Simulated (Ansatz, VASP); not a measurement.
This is a calculation of Sb for Ansatz 0.2.0.

The input input.yaml:

```yaml
crystal:
  lattice:
    - [3.2015837161, 0.0, 0.0]
    - [0.0, 3.2015837161, 0.0]
    - [0.0, 0.0, 3.2015837161]
  atoms:
    - { symbol: Sb, position: [0.0, 0.0, 0.0] }
hamiltonian:
  xc: r2scan0
  pseudopotentials: { kind: paw }
kpoints:
  mp_grid: { grid: [4, 4, 4] }
scf:
  occupations: { method: fermi_dirac, width: 0.05 }
output:
  forces: true
  stress: true
  eigenvalues: true
```

Potentials or basis: Ansatz PAW.

Launch:

```sh
$ ansatz run input.yaml --threads 2 --pin off --max-ram 5632MiB --backend cpu --events-out ev --progress --plain --runs-dir out
```

Question: Translate it to VASP 6.6.1. Potentials there: VASP PAW PBE potentials, release 64 (Sb).

Answer: As run (the cutoff follows the program's own potentials):

The input POSCAR:

```
Sb
1.0
    3.2015837161      0.0000000000      0.0000000000
    0.0000000000      3.2015837161      0.0000000000
    0.0000000000      0.0000000000      3.2015837161
Sb
1
Direct
    0.0000000000      0.0000000000      0.0000000000
```

Contents of INCAR.step1:

```
PREC = Accurate
ENCUT = 520
EDIFF = 1E-5
ISMEAR = -1
SIGMA = 0.05
LREAL = F
LASPH = T
NELM = 60
ALGO = Normal
ISIF = 2
LWAVE = T
LCHARG = F
NBANDS = 8
GGA = PE
```

File INCAR.step2:

```
PREC = Accurate
ENCUT = 520
EDIFF = 1E-7
ISMEAR = -1
SIGMA = 0.05
LREAL = F
LASPH = T
NELM = 60
ALGO = Normal
ISIF = 2
LWAVE = F
LCHARG = F
METAGGA = R2SCAN
LHFCALC = T
AEXX = 0.25
LMIXTAU = T
PRECFOCK = Normal
NBANDS = 8
ISTART = 1
```

File KPOINTS:

```
Automatic mesh
0
Gamma
  4 4 4
```

Potentials or basis: VASP PAW PBE potentials, release 64 (Sb).

Command:

```sh
$ cat potpaw_PBE.64/Sb/POTCAR > POTCAR
$ cp INCAR.step1 INCAR
$ mpirun -np 1 vasp_std > vasp.out
$ cp INCAR.step2 INCAR
$ mpirun -np 1 vasp_std > vasp.out
```

Both were run:

|  | VASP | Ansatz | Ansatz less VASP |
| --- | --- | --- | --- |
| gap on the k mesh at the Fermi level (eV) | none | none | - |
| pressure (GPa) | -8.4 | -7.5 | +0.89 |

VASP's potentials were made for PBE, not for r2SCAN0. A gap of «none» marks a metal or a gap that the smearing closes. VASP's potentials hold 5 valence electrons a cell and Ansatz's 15, so a difference there can come from the potentials and not from the codes.

The k mesh is coarse, so the values compare programs but aren't converged. Neither program's run includes spin-orbit coupling.
